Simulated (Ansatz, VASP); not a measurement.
SiO2 in VASP and in Ansatz

```xyz
3
Lattice="1.3495 0.7791 5.1859 -1.3495 0.7791 5.1859 0.0000 -1.5583 5.1859" Properties=species:S:1:pos:R:3 pbc="T T T"
Si    0.0000    0.0000    0.0000
O     0.0000    0.0000    4.2709
O     0.0000    0.0000   11.2869
```

Change from the starting cell: ordered vacancies on the cation sites of rock salt (R-3m, No. 166).

Alike in both runs: task relaxation of cell and atoms; functional PBE; k mesh 12 × 12 × 12; occupations gaussian, width 0.02 eV; no spin polarisation.

|  | VASP | Ansatz |
| --- | --- | --- |
| version | VASP 6.6.1 | Ansatz 0.2.0 |
| potentials or method | VASP PAW PBE potentials, release 64 (Si, O), cutoff 600 eV | scalar-relativistic, plane waves, PAW |
| valence electrons in the cell | 16 | 16 |

|  | VASP | Ansatz | Ansatz less VASP |
| --- | --- | --- | --- |
| gap on the k mesh at the Fermi level, each at its own relaxed structure (eV) | 6.15 | 6.25 | +0.102 |
| relaxed volume (Å³/atom) | 10.92 | 11.47 | +0.554 |
| relaxed cell length with the largest relative difference (Å) | 5.412 | 5.675 | +0.2621 |

One of these differences is far larger than is usual between the two programs; its cause wasn't traced.
